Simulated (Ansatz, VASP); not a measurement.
**Two plane-wave programs on CdS**

The input INCAR:

```
SYSTEM = CdS
PREC     = Accurate       ! precision mode
ENCUT    = 520            ! plane-wave cutoff, eV
EDIFF    = 1E-6           ! SCF threshold, eV
ISMEAR   = 0              ! smearing method
SIGMA    = 0.05           ! smearing width, eV
LREAL    = .False.        ! projectors in reciprocal space
LASPH    = .True.         ! aspherical terms in the spheres
NELM     = 60             ! most SCF steps
ALGO     = Normal         ! electronic algorithm
ISIF     = 2              ! what is computed and relaxed
LWAVE    = .False.        ! write WAVECAR
LCHARG   = .False.        ! write CHGCAR
GGA      = PE             ! functional
NBANDS   = 16             ! bands
```

The input KPOINTS:

```
regular mesh
0
Gamma
  10 10 10
  0 0 0
```

The input POSCAR:

```
CdS
1.0
    0.0000000000      3.0023499978      3.0023499978
    3.0023499978      0.0000000000      3.0023499978
    3.0023499978      3.0023499978      0.0000000000
Cd S
1 1
Direct
    0.0000000000      0.0000000000      0.0000000000
    0.7500000000      0.7500000000      0.7500000000
```

Input for Ansatz:

```yaml
crystal:
  lattice:
    - [0.0, 3.0023499978, 3.0023499978]
    - [3.0023499978, 0.0, 3.0023499978]
    - [3.0023499978, 3.0023499978, 0.0]
  atoms:
    - { symbol: Cd, position: [0.0, 0.0, 0.0] }
    - { symbol: S, position: [0.75, 0.75, 0.75] }
basis:
  ecutwfc: 420
  ecutrho_ratio: 4
kpoints:
  mp_grid: { grid: [10, 10, 10] }
hamiltonian:
  xc: pbe
scf:
  occupations: { method: gaussian, width: 0.05 }
output:
  forces: true
  stress: true
  eigenvalues: true
  write_density: true
  write_potential: true
  elf: true
  volumetric_format: npy
```

Alike in both runs: task single point; functional PBE; k mesh 10 × 10 × 10; occupations gaussian, width 0.05 eV; no spin polarisation.

```csv
,VASP,Ansatz
version,VASP 6.6.1,Ansatz 0.2.0
potentials or method,"VASP PAW PBE potentials, release 64 (Cd, S), cutoff 520 eV","scalar-relativistic, plane waves, PAW"
valence electrons in the cell,18,26
```

Ansatz gave:

- gap on the k mesh at the Fermi level (eV): 0.95
- least direct gap on the mesh (eV): 0.95
- pressure (GPa): -1.9

Task: Estimate VASP's values.

Result: gap on the k mesh at the Fermi level (eV): 0.95; least direct gap on the mesh (eV): 0.95; pressure (GPa): -1.7.

VASP's potentials hold 18 valence electrons a cell and Ansatz's 26, so a difference there can come from the potentials and not from the codes.
